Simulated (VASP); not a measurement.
Set up this calculation in VASP 6.6.1, as the native input.

```
Task                   : single point
Functional             : PBE
Potentials or basis    : VASP PAW PBE potentials, release 64 (Al, In_d, N)
Cutoff                 : 520 eV
k mesh                 : 6 × 6 × 6
Occupations            : gaussian, width 0.02 eV
Spin                   : no spin polarisation
Dipole correction      : no
Further INCAR settings : ALGO = Normal; EDIFF = 1e-07; NBANDS = 56
```

The structure of AlIn2N3 lies in POSCAR:

```
AlIn2N3
1.0
    5.0961598526     -2.9319082574      0.0000000000
    5.0961598526      2.9319082574      0.0000000000
    0.0000000000      0.0000000000      5.4408397661
Al In N
2 4 6
Direct
    0.3408253194      0.6591746806      0.9891875682
    0.6591746806      0.3408253194      0.4891875682
    0.9877470018      0.3358504244      0.9869878711
    0.6641495756      0.0122529982      0.9869878711
    0.0122529982      0.6641495756      0.4869878711
    0.3358504244      0.9877470018      0.4869878711
    0.9696169232      0.3325958376      0.3857276895
    0.6674041624      0.0303830768      0.3857276895
    0.0303830768      0.6674041624      0.8857276895
    0.3325958376      0.9696169232      0.8857276895
    0.3686839996      0.6313160004      0.3373813106
    0.6313160004      0.3686839996      0.8373813106
```

These files were run (other wordings do the same):

INCAR

```
PREC     = Accurate       # precision mode
ENCUT    = 520            # plane-wave cutoff, eV
EDIFF    = 1E-7           # SCF threshold, eV
ISMEAR   = 0              # smearing method
SIGMA    = 0.02           # smearing width, eV
LREAL    = False          # projectors in reciprocal space
LASPH    = True           # aspherical terms in the spheres
NELM     = 100            # most SCF steps
ALGO     = Normal         # electronic algorithm
ISIF     = 2              # what is computed and relaxed
LWAVE    = False          # write WAVECAR
LCHARG   = False          # write CHGCAR
GGA      = PE             # functional
NBANDS   = 56             # bands
```

KPOINTS

```
Automatic mesh
0
Gamma
  6 6 6
```

Potentials or basis: VASP PAW PBE potentials, release 64 (Al, In_d, N).

Run with:

```sh
$ cat potpaw_PBE.64/Al/POTCAR potpaw_PBE.64/In_d/POTCAR potpaw_PBE.64/N/POTCAR > POTCAR
$ mpirun -np 1 vasp_std > vasp.out
```

It gave:

- Pressure: 4.8 GPa
- Largest force: 0.039 eV/Å
- Band gap on the k mesh: 1.01 eV

Caveat: the cell stands under pressure; spin-orbit coupling is left out, which moves the levels of the heavy elements.

Wall time 17 min on 1 thread of Intel Xeon 8259CL, with other jobs on the host, peak memory 0.53 GiB.
